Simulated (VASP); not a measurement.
Set up this calculation in VASP 6.6.1, as the native input.

- Task: single point
- Functional: PBEsol
- Potentials or basis: VASP PAW PBE potentials, release 64 (Si, O)
- Cutoff: 520 eV
- k mesh: 4 × 4 × 4
- Occupations: gaussian, width 0.05 eV
- Spin: no spin polarisation
- Dipole correction: no
- Further INCAR settings: ALGO = Normal; EDIFF = 1e-06; NBANDS = 40

The structure of Si4O7 (a cell with a defect) lies in POSCAR:

```
Si4O7
1.0
    5.0280710683      0.0000000000      0.0000000000
    0.0000000000      5.0280710683      0.0000000000
    0.0000000000      0.0000000000      7.0088699743
Si O
4 7
Direct
    0.2980688188      0.2980688188      0.0000000000
    0.2019311812      0.7980688188      0.2500000000
    0.7019311812      0.7019311812      0.5000000000
    0.7980688188      0.2019311812      0.7500000000
    0.3980464015      0.7395636083      0.4283767439
    0.7604363917      0.8980464015      0.6783767439
    0.6019535985      0.2604363917      0.9283767439
    0.7395636083      0.3980464015      0.5716232561
    0.8980464015      0.7604363917      0.3216232561
    0.2466562437      0.4273329434      0.1421015837
    0.1019535985      0.2395636083      0.8216232561
```

This cell differs from its parent crystal: atoms taken out, atom 10 moved 0.375 of the way to it and +0.225 Å across, host rigid.

These files were run (other wordings do the same):

INCAR

```
PREC     = Accurate       # precision mode
ENCUT    = 520            # plane-wave cutoff, eV
EDIFF    = 1E-6           # SCF threshold, eV
ISMEAR   = 0              # smearing method
SIGMA    = 0.05           # smearing width, eV
LREAL    = False          # projectors in reciprocal space
LASPH    = True           # aspherical terms in the spheres
NELM     = 120            # most SCF steps
ALGO     = Normal         # electronic algorithm
ISIF     = 2              # what is computed and relaxed
LWAVE    = False          # write WAVECAR
LCHARG   = True           # write CHGCAR
GGA      = PS             # functional
LELF     = True           # ELF
LVHAR    = True         
NBANDS   = 40             # bands
GGA_COMPAT= False
```

KPOINTS

```
regular mesh
0
Gamma
  4 4 4
```

Potentials or basis: VASP PAW PBE potentials, release 64 (Si, O).

The run is started by

```console
$ cat potpaw_PBE.64/Si/POTCAR potpaw_PBE.64/O/POTCAR > POTCAR
$ mpirun -np 1 vasp_std > vasp.out
```

Results of the run:

The pressure is 14.4 GPa and the largest force is 40.583 eV/Å. The band gap on the k mesh is 3.18 eV.

Caveat: the cell differs from its parent crystal (atoms taken out, atom 10 moved 0.375 of the way to it and +0.225 Å across, host rigid); atoms lie so close that the PAW spheres overlap strongly, which falsifies energies and pressures; the PAW data sets were made with another functional, which shifts forces and pressure a little.

Run time: 6.8 min on 1 thread of Oxide Virtual Turin-like Processor, with other jobs on the host, peak memory 0.35 GiB.
